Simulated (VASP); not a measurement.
Input of a VASP 6.6.1 run:

Contents of INCAR:

```
SYSTEM = MgO
PREC = Accurate
ENCUT = 600
EDIFF = 1E-6
ISMEAR = -1
SIGMA = 0.05
LREAL = .False.
LASPH = .True.
NELM = 120
ALGO = Normal
ISIF = 2
LWAVE = .False.
LCHARG = .False.
GGA = CA
NBANDS = 11
GGA_COMPAT = .False.
```

File KPOINTS:

```
Automatic mesh
0
Gamma
  16 16 16
  0 0 0
```

POSCAR

```
MgO
1.0
    0.0000000000      1.8508539654      1.8508539654
    1.8508539654      0.0000000000      1.8508539654
    1.8508539654      1.8508539654      0.0000000000
Mg O
1 1
Direct
    0.0000000000      0.0000000000      0.0000000000
    0.2500000000      0.2500000000      0.2500000000
```

Potentials or basis: VASP PAW LDA potentials, release 64 (Mg, O).

Run with:

```bash
$ cat potpaw_LDA.64/Mg/POTCAR potpaw_LDA.64/O/POTCAR > POTCAR
$ mpirun -np 1 vasp_std > vasp.out
```

(1) Predict the pressure.

(2) What does it give for the band gap on the k mesh?

Results:

(1) 271.6 GPa.

(2) 7.24 eV, indirect (least direct gap 8.06 eV).
